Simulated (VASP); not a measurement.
Wanted: the native input for a VASP 6.6.1 run.

```
Task                   : single point
Functional             : PBEsol
Potentials or basis    : VASP PAW PBE potentials, release 64 (Ru_pv)
Cutoff                 : 520 eV
k mesh                 : 24 × 24 × 12
Occupations            : gaussian, width 0.15 eV
Spin                   : no spin polarisation
Dipole correction      : no
Further INCAR settings : ALGO = Fast; EDIFF = 1e-07; NBANDS = 21
```

The structure of Ru lies in POSCAR:

```
Ru
1.0
    2.9087342843      0.0000000000      0.0000000000
   -1.4543671421      2.1675441389      0.0000000000
    0.0000000000      0.0000000000      4.2819000000
Ru
2
Direct
    0.3333333333      0.6666666667      0.2500000000
    0.6666666667      0.3333333333      0.7500000000
```

This cell differs from its parent crystal: strain +0.0750 x Voigt [1, -1, 0, 0, 0, 0].

One way to write it, as run:

INCAR

```
PREC = Accurate
ENCUT = 520
EDIFF = 1E-7
ISMEAR = 0
SIGMA = 0.15
LREAL = F
LASPH = T
NELM = 60
ALGO = Fast
ISIF = 2
LWAVE = F
LCHARG = T
GGA = PS
LELF = T
LVHAR = T
NBANDS = 21
```

KPOINTS

```
regular mesh
0
Gamma
  24 24 12
```

Potentials or basis: VASP PAW PBE potentials, release 64 (Ru_pv).

Command:

```sh
$ cat potpaw_PBE.64/Ru_pv/POTCAR > POTCAR
$ mpirun -np 1 vasp_std > vasp.out
```

Results of the run:

```
Pressure               : 0.3 GPa
Largest force          : 0.472 eV/Å
Band gap on the k mesh : zero (bands 14 and 15 overlap by 3.19 eV)
```

Caveat: the cell differs from its parent crystal (strain +0.0750 x Voigt [1, -1, 0, 0, 0, 0]); the stress differs along the axes, from -22 to 29 GPa; the PAW data sets were made with another functional, which shifts forces and pressure a little.

Wall time 9.1 min on 1 thread of Oxide Virtual Turin-like Processor (shared host), peak memory 0.51 GiB.
